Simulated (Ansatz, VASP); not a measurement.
One calculation of Ti3Al, two programs

INCAR

```
SYSTEM = Ti3Al
  PREC = Accurate
  ENCUT = 520
  EDIFF = 1E-7
  ISMEAR = 0
  SIGMA = 0.15
  LREAL = .False.
  LASPH = .True.
  NELM = 100
  ALGO = Fast
  ISIF = 2
  LWAVE = .False.
  LCHARG = .False.
  GGA = PS
  NBANDS = 28
```

KPOINTS

```
Automatic mesh
0
Gamma
  15 15 6
  0 0 0
```

POSCAR

```
Ti3Al
1.0
    2.8954756449      0.0000000000      0.0000000000
   -1.4477378224      2.5075554645      0.0000000000
    0.0000000000      0.0000000000      9.1383350122
Ti Al
3 1
Direct
    0.6666666667      0.3333333333      0.0000000000
    0.3333333333      0.6666666667      0.7347588385
    0.3333333333      0.6666666667      0.2652411615
    0.6666666667      0.3333333333      0.5000000000
```

Input for Ansatz:

```yaml
crystal:
  lattice:
    - [2.8954756449, 0.0, 0.0]
    - [-1.4477378224, 2.5075554645, 0.0]
    - [0.0, 0.0, 9.1383350122]
  atoms:
    - { symbol: Ti, position: [0.6666666667, 0.3333333333, 0.0] }
    - { symbol: Ti, position: [0.3333333333, 0.6666666667, 0.7347588385] }
    - { symbol: Ti, position: [0.3333333333, 0.6666666667, 0.2652411615] }
    - { symbol: Al, position: [0.6666666667, 0.3333333333, 0.5] }
basis:
  ecutwfc: 520.0
kpoints:
  mp_grid: { grid: [15, 15, 6] }
hamiltonian:
  xc: pbesol
  pseudopotentials: { kind: paw, azcp: { folder: soft_1 } }
scf:
  occupations: { method: gaussian, width: 0.15 }
output:
  forces: true
  stress: true
  eigenvalues: true
```

Alike in both runs: task single point; functional PBEsol; k mesh 15 × 15 × 6; occupations gaussian, width 0.15 eV; no spin polarisation.

|  | VASP | Ansatz |
| --- | --- | --- |
| version | VASP 6.6.1 | Ansatz 0.2.0 |
| potentials or method | VASP PAW PBE potentials, release 64 (Ti_sv, Al), cutoff 520 eV | scalar-relativistic, plane waves, PAW |
| valence electrons in the cell | 39 | 39 |

Ansatz gave:

- gap on the k mesh at the Fermi level (eV): none
- pressure (GPa): 0.6
- traceless stress, the component that is largest in VASP (GPa): 2.45
- rms of the force components (eV/Å): 0.480

Which values does VASP return?

gap on the k mesh at the Fermi level (eV): none; pressure (GPa): 0.5; traceless stress, the component that is largest in VASP (GPa): 2.52; rms of the force components (eV/Å): 0.484.

VASP's potentials were made for PBE, not for PBEsol, and Ansatz warns of the same on its side. Atom by atom the forces differ by 0.004 eV/Å (rms over components). A gap of «none» marks a metal or a gap that the smearing closes. The functional is the same, so the differences come from potentials, cutoffs and numerics.
